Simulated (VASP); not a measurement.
# Cd (P6_3/mmc) in VASP: settings compared

The runs below take Cd through single point, with PBE, RPBE.

All numbers are computed with VASP 6.6.1; they aren't measurements. Logs are shortened: lines on timing, memory, paths and dates and some standing lists are left out, and cuts for length are marked.

### 1 The cell of the first run

It takes space group P6_3/mmc (No. 194, hexagonal). Conventional cell: a = 2.949 Å, b = 2.949 Å, c = 5.561 Å, α = 90.00°, β = 90.00°, γ = 120.00°. Cd (site symmetry -6m2) has 12 Cd at 2.95 to 3.26 Å within 3.9 Å.

### 2 Single point, PBE

INCAR

```
PREC     = Accurate       # precision mode
ENCUT    = 520            # plane-wave cutoff, eV
EDIFF    = 1E-7           # SCF threshold, eV
ISMEAR   = -1             # smearing method
SIGMA    = 0.1            # smearing width, eV
LREAL    = False          # projectors in reciprocal space
LASPH    = True           # aspherical terms in the spheres
NELM     = 100            # most SCF steps
ALGO     = Normal         # electronic algorithm
ISIF     = 2              # what is computed and relaxed
LWAVE    = False          # write WAVECAR
LCHARG   = False          # write CHGCAR
GGA      = PE             # functional
NBANDS   = 19             # bands
```

KPOINTS

```
Automatic mesh
0
Gamma
  7 7 3
```

POSCAR

```
Cd
1.0
    1.4743740000      2.5536910000      0.0000000000
   -1.4743740000      2.5536910000      0.0000000000
    0.0000000000      0.0000000000      5.5609770000
Cd
2
Direct
    0.3333300000      0.3333400000      0.2500000000
    0.6666600000      0.6666700000      0.7500000000
```

Potentials or basis: VASP PAW PBE potentials, release 64 (Cd).

Run with:

```console
$ cat potpaw_PBE.64/Cd/POTCAR > POTCAR
$ mpirun -np 1 vasp_std > vasp.out
```

OUTCAR:

```text
PREC = Accurate
   ENCUT = 520
   EDIFF = 1E-7
   ISMEAR = -1
   LREAL = False
   LASPH = True
   NELM = 100
   ISIF = 2
   GGA = PE

 ion  position               nearest neighbor table
   1  0.333  0.333  0.250-   2 3.26   2 3.26   2 3.26   2 3.26   2 3.26   2 3.26
   2  0.667  0.667  0.750-   1 3.26   1 3.26   1 3.26   1 3.26   1 3.26   1 3.26

  LATTYP: Found a hexagonal cell.
 ALAT       =     2.9487482794
 C/A-ratio  =     1.8858771496

  Lattice vectors:

 A1 = (   1.4743740000,  -2.5536910000,   0.0000000000)
 A2 = (   1.4743740000,   2.5536910000,   0.0000000000)
 A3 = (   0.0000000000,   0.0000000000,   5.5609770000)

Analysis of symmetry for initial positions (statically):
=====================================================================
 Subroutine PRICEL returns:
 Original cell was already a primitive cell.

 Routine SETGRP: Setting up the symmetry group for a
 hexagonal supercell.

 Subroutine GETGRP returns: Found  8 space group operations
 (whereof  2 operations were pure point group operations)
 out of a pool of 24 trial point group operations.

The static configuration has the point symmetry C_2 .
 The point group associated with its full space group is D_2h.

Analysis of symmetry for dynamics (positions and initial velocities):
=====================================================================
 Subroutine PRICEL returns:
 Original cell was already a primitive cell.

 Routine SETGRP: Setting up the symmetry group for a
 hexagonal supercell.

 Subroutine GETGRP returns: Found  8 space group operations
 (whereof  2 operations were pure point group operations)
 out of a pool of 24 trial point group operations.

The dynamic configuration has the point symmetry C_2 .
 The point group associated with its full space group is D_2h.

 Subroutine INISYM returns: Found  8 space group operations
 (whereof  2 operations are pure point group operations),
 and found     1 'primitive' translations

----------------------------------------------------------------------------------------

                                     Primitive cell

  volume of cell :      41.8752

  direct lattice vectors                    reciprocal lattice vectors
     1.474374000  2.553691000  0.000000000     0.339126979  0.195795028  0.000000000
    -1.474374000  2.553691000  0.000000000    -0.339126979  0.195795028  0.000000000
     0.000000000  0.000000000  5.560977000     0.000000000  0.000000000  0.179824516

  length of vectors
     2.948748279  2.948748279  5.560977000     0.391590092  0.391590092  0.179824516

  position of ions in fractional coordinates (direct lattice)
     0.333330000  0.333340000  0.250000000
     0.666660000  0.666670000  0.750000000

  ion indices of the primitive-cell ions
   primitive index   ion index
                 1           1
                 2           2

----------------------------------------------------------------------------------------

 KPOINTS: Automatic mesh

Automatic generation of k-mesh.
 Grid dimensions read from file:
 generate k-points for:    7    7    3

 Generating k-lattice:

  Cartesian coordinates                     Fractional coordinates (reciprocal lattice)
     0.048446711  0.027970718  0.000000000     0.142857143  0.000000000  0.000000000
    -0.048446711  0.027970718  0.000000000     0.000000000  0.142857143  0.000000000
     0.000000000  0.000000000  0.059941505     0.000000000  0.000000000  0.333333333

  Length of vectors
     0.055941442  0.055941442  0.059941505

  Shift w.r.t. Gamma in fractional coordinates (k-lattice)
     0.000000000  0.000000000  0.000000000

 Subroutine IBZKPT returns following result:
 ===========================================

 Found     32 irreducible k-points:

 Following reciprocal coordinates:
            Coordinates               Weight
  0.000000  0.000000  0.000000      1.000000
  0.142857  0.000000  0.000000      4.000000
  0.142857  0.142857  0.000000      2.000000
  0.285714  0.000000  0.000000      4.000000
  0.285714  0.285714  0.000000      2.000000
  0.428571  0.000000  0.000000      4.000000
[... 16 lines left out ...]
  0.428571  0.428571  0.333333      4.000000
  0.285714  0.142857  0.333333      8.000000
 [... further k-points ...]
   k-points           NKPTS =     32   k-points in BZ     NKDIM =     32   number of bands    NBANDS=     19
   number of dos      NEDOS =    301   number of ions     NIONS =      2
   total plane-waves  NPLWV =  24192
   dimension x,y,z NGX =    24 NGY =   24 NGZ =   42
   dimension x,y,z NGXF=    48 NGYF=   48 NGZF=   84
   ions per type =               2
   NGX,Y,Z   is equivalent  to a cutoff of  13.53, 13.53, 12.56 a.u.
   NGXF,Y,Z  is equivalent  to a cutoff of  27.06, 27.06, 25.11 a.u.
 SYSTEM =  unknown system
   PREC   = accura    normal or accurate (medium, high low for compatibility)
   ISTART =      0    job   : 0-new  1-cont  2-samecut
   ICHARG =      2    charge: 1-file 2-atom 10-const
   ISPIN  =      1    spin polarized calculation?
   LNONCOLLINEAR =      F non collinear calculations
   LSORBIT =      F    spin-orbit coupling
   LASPH  =      T    aspherical Exc in radial PAW
   ENCUT  =  520.0 eV  38.22 Ry    6.18 a.u.   5.48  5.48 10.34*2*pi/ulx,y,z
   NELM   =    100;   NELMIN=  2; NELMDL= -5     # of ELM steps
   EDIFF  = 0.1E-06   stopping-criterion for ELM
   LREAL  =      F    real-space projection
   EDIFFG = 0.1E-05   stopping-criterion for IOM
   NSW    =      0    number of steps for IOM
   IBRION =     -1    ionic relax: 0-MD 1-quasi-New 2-CG
   NFREE  =      0    steps in history (QN), initial steepest desc. (CG)
   ISIF   =      2    stress and relaxation
   ISYM   =      2    0-nonsym 1-usesym 2-fastsym
   POTIM  = 0.5000    time-step for ionic-motion
   TEBEG  =    0.0;   TEEND  =   0.0 temperature during run
   PSTRESS=    0.0 pullay stress
   NELECT =      24.0000    total number of electrons
   NUPDOWN=      -1.0000    fix difference up-down
   EMIN   =  10.00;   EMAX   =-10.00  energy-range for DOS
   EFERMI =   0.00;   METHOD = LEGACY
   ISMEAR =    -1;   SIGMA  =   0.10  broadening in eV -4-tet -1-fermi 0-gaus
   EFERMI_NEDOS =   21; number of points for ismear=-14 and -15
   IALGO  =     38    algorithm
   IMIX   =      4    mixing-type and parameters
     AMIX     =   0.40;   BMIX     =  1.00
     AMIX_MAG =   1.60;   BMIX_MAG =  1.00
  volume/ion in A,a.u.               =      20.94       141.29
  Fermi-wavevector in a.u.,A,eV,Ry     =   1.359856  2.569755 25.160002  1.849208
  Thomas-Fermi vector in A             =   2.486568
   LORBIT       =      0    0 simple, 1 ext, 2 COOP (PROOUT), +10 PAW based schemes
   GGA     = PE    functional components
   LHFCALC =     F    Hartree Fock is set to
   AEXX    =    0.0000 exact exchange contribution
   IVDW    =     0    specifies the selected vdW correction
   LEPSILON=     F    determine dielectric tensor
   LRPA    =     F    only Hartree local field effects (RPA)
 non-spin polarized calculation
  energy-cutoff  :      520.00
  volume of cell :       41.88
 maximum number of plane-waves:      1161
 NGX is ok and might be reduce to    24
   NGX = 11   NGY = 11   NGZ = 21

 number of electron      24.0000009 magnetization

 Free energy of the ion-electron system (eV)
  ---------------------------------------------------
  ext. energy  EPLUGINS =         0.00000000
  ---------------------------------------------------
  free energy    TOTEN  =        -1.49563492 eV

  energy without entropy =       -1.47752655  energy(sigma->0) =       -1.48658073

 E-fermi :   3.1762     XC(G=0): -11.1957

 val. band max:        3.0185756734   @ k =  -0.1429   0.2857   0.0000
 cond. band min:       3.3486486156   @ k =  -0.2857   0.2857   0.3333
 fundamental gap:      0.3300729422
 Fermi energy:         3.1762062746

 k-point     1 :       0.0000    0.0000    0.0000
  band No.  band energies     occupation
      1      -6.8276      2.00000
      2      -6.5449      2.00000
      3      -6.1455      2.00000
      4      -6.1455      2.00000
      5      -6.0906      2.00000
      6      -6.0906      2.00000
[... 11 lines left out ...]
     18      18.4283      0.00000
     19      19.1067      0.00000

 k-point     2 :       0.1429    0.0000    0.0000
  band No.  band energies     occupation
      1      -6.6491      2.00000
      2      -6.3919      2.00000
      3      -6.2264      2.00000
      4      -6.1180      2.00000
      5      -5.9528      2.00000
      6      -5.9050      2.00000
[... 11 lines left out ...]
     18      17.8983      0.00000
     19      18.2548      0.00000

 k-point     3 :       0.1429    0.1429    0.0000
  band No.  band energies     occupation
      1      -6.6491      2.00000
      2      -6.3919      2.00000
      3      -6.2264      2.00000
      4      -6.1180      2.00000
      5      -5.9528      2.00000
      6      -5.9050      2.00000
[... 11 lines left out ...]
     18      17.8983      0.00000
     19      18.2548      0.00000

 k-point     4 :       0.2857    0.0000    0.0000
  band No.  band energies     occupation
      1      -6.7391      2.00000
      2      -6.5189      2.00000
      3      -6.2304      2.00000
      4      -6.0474      2.00000
      5      -5.8604      2.00000
      6      -5.7820      2.00000
[... 11 lines left out ...]
     18      16.5770      0.00000
     19      16.8679      0.00000

 k-point     5 :       0.2857    0.2857    0.0000
  band No.  band energies     occupation
      1      -6.7391      2.00000
      2      -6.5189      2.00000
      3      -6.2304      2.00000
      4      -6.0474      2.00000
      5      -5.8604      2.00000
      6      -5.7820      2.00000
[... 11 lines left out ...]
     18      16.5770      0.00000
     19      16.8679      0.00000
[... 334 lines left out ...]
      2      -6.5684      2.00000
      3      -6.3411      2.00000
      4      -6.1938      2.00000
      5      -5.7750      2.00000
      6      -5.6941      2.00000
[... 11 lines left out ...]
     18      16.1716      0.00000
     19      16.7346      0.00000

 k-point    22 :       0.4286    0.0000    0.3333
  band No.  band energies     occupation
      1      -6.8805      2.00000
      2      -6.7943      2.00000
      3      -6.5621      2.00000
      4      -6.3710      2.00000
      5      -5.7487      2.00000
      6      -5.5387      2.00000
[... 11 lines left out ...]
     18      14.7548      0.00000
     19      15.5769      0.00000

 k-point    23 :       0.4286    0.4286    0.3333
  band No.  band energies     occupation
      1      -6.8805      2.00000
      2      -6.7943      2.00000
      3      -6.5621      2.00000
      4      -6.3711      2.00000
      5      -5.7487      2.00000
      6      -5.5387      2.00000
[... 11 lines left out ...]
     18      14.7548      0.00000
     19      15.5769      0.00000

 k-point    24 :       0.2857    0.1429    0.3333
  band No.  band energies     occupation
      1      -6.4111      2.00000
      2      -6.3508      2.00000
      3      -6.2767      2.00000
      4      -6.2384      2.00000
      5      -5.9894      2.00000
      6      -5.9774      2.00000
[... 11 lines left out ...]
     18      13.4120      0.00000
     19      19.4933      0.00000

 [... further k-points ...]
[... 5 lines left out ...]
  --------------------------------------------------------------------------------------
  -------------------------------------------------------------------------------------
  Total        1.4523770      1.4523782      1.2356259      0.0000000     -0.0000000      0.0000000
  in kB       55.5690338     55.5690796     47.2759733      0.0000000     -0.0000000      0.0000000
  external PRESSURE =      52.8046956 kB  Pullay stress =       0.0000000 kB

 VOLUME and BASIS-vectors are now :
 -----------------------------------------------------------------------------
  energy-cutoff  :      520.00
  volume of cell :       41.88
      direct lattice vectors                 reciprocal lattice vectors
     1.474374000  2.553691000  0.000000000     0.339126979  0.195795028  0.000000000
    -1.474374000  2.553691000  0.000000000    -0.339126979  0.195795028  0.000000000
     0.000000000  0.000000000  5.560977000     0.000000000  0.000000000  0.179824516

 POSITION                                       TOTAL-FORCE (eV/Angst)
 -----------------------------------------------------------------------------------
     -0.00001      1.70247      1.39024         0.000000     -0.000006     -0.000000
     -0.00001      3.40491      4.17073         0.000000      0.000006      0.000000
 -----------------------------------------------------------------------------------
    total drift:                               -0.000000     -0.000000     -0.000000

  FREE ENERGIE OF THE ION-ELECTRON SYSTEM (eV)
  ---------------------------------------------------
  free  energy   TOTEN  =        -1.4956349152 eV

  energy  without entropy=       -1.4775265548  energy(sigma->0) =       -1.48658073
```

Wall time 7.5 s (1 thread of Intel Xeon 6975P-C (Granite Rapids), shared host); peak memory 0.16 GiB.

What came out:

```
Free energy            : -1.4956 eV
Pressure               : 5.3 GPa
Band gap on the k mesh : zero (band 12 reaches 4.54 eV, above the bottom of band 13 at 0.19 eV)
```

Stress tensor (GPa, compression positive):
```
5.56 0.00 0.00
0.00 5.56 0.00
0.00 0.00 4.73
```

Caveat: the k points lie up to 0.38 Å⁻¹ apart.

### 3 Single point, RPBE

INCAR

```
SYSTEM = Cd
PREC = Accurate ; ENCUT = 520
EDIFF = 1E-6 ; ISMEAR = -1
SIGMA = 0.1 ; LREAL = .FALSE.
LASPH = .TRUE. ; NELM = 100
ALGO = Normal ; ISIF = 2
LWAVE = .FALSE. ; LCHARG = .FALSE.
GGA = RP ; NBANDS = 19
```

KPOINTS

```
regular mesh
0
G
  7 7 3
  0 0 0
```

POSCAR is that of step 2.

Potentials or basis: VASP PAW PBE potentials, release 64 (Cd).

Run with:

```console
$ cat potpaw_PBE.64/Cd/POTCAR > POTCAR
$ mpirun -np 1 vasp_std > vasp.out
```

Wall time 7.4 s (1 thread of Intel Xeon 6975P-C (Granite Rapids), shared host); peak memory 0.16 GiB.

Results (log left out):

```
Free energy            : -0.6313 eV
Pressure               : 8.1 GPa
Band gap on the k mesh : zero (band 12 reaches 4.71 eV, above the bottom of band 13 at 0.36 eV)
```

Stress tensor (GPa, compression positive):
```
8.68 0.00 0.00
0.00 8.68 0.00
0.00 0.00 6.97
```

Levels at points of the mesh, in eV from the Fermi level:
```
           k point  band 9  band 10  band 11  band 12  band 13  band 14  band 15  band 16
(0.00, 0.00, 0.00)   -8.82    -8.55    -8.55    -3.17    -2.98    10.78    14.55    15.18
```

Caveat: the k points lie up to 0.38 Å⁻¹ apart; the PAW data sets were made with another functional, which shifts forces and pressure a little.

(Continued in part 2 of 2.)
